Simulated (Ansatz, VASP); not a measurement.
# CuAu: VASP beside Ansatz

```
CELL_PARAMETERS angstrom
2.80000 0.00000 0.00000
0.00000 2.80000 0.00000
0.00000 0.00000 3.67000
ATOMIC_POSITIONS crystal
Cu 0.50000 0.50000 0.50000
Au 0.00000 0.00000 0.00000
```

Alike in both runs: task single point; functional PBE; k mesh 4 × 4 × 3; occupations fermi-dirac, width 0.05 eV; no spin polarisation.

|  | VASP | Ansatz |
| --- | --- | --- |
| version | VASP 6.6.1 | Ansatz 0.2.0 |
| potentials or method | VASP PAW PBE potentials, release 64 (Cu, Au), cutoff 520 eV | all-electron LAPW, scalar-relativistic |

Ansatz gave:

* pressure (GPa): 7.6
* traceless stress, the component that is largest in VASP (GPa): -4.34

Task: What did VASP give for the same quantities?

Result: Pressure (GPa): 7.6; traceless stress, the component that is largest in VASP (GPa): -4.38.

Ansatz ran all-electron here, and VASP with PAW potentials.

The k mesh is coarse, so the values compare programs but aren't converged. Spin-orbit coupling is off throughout.
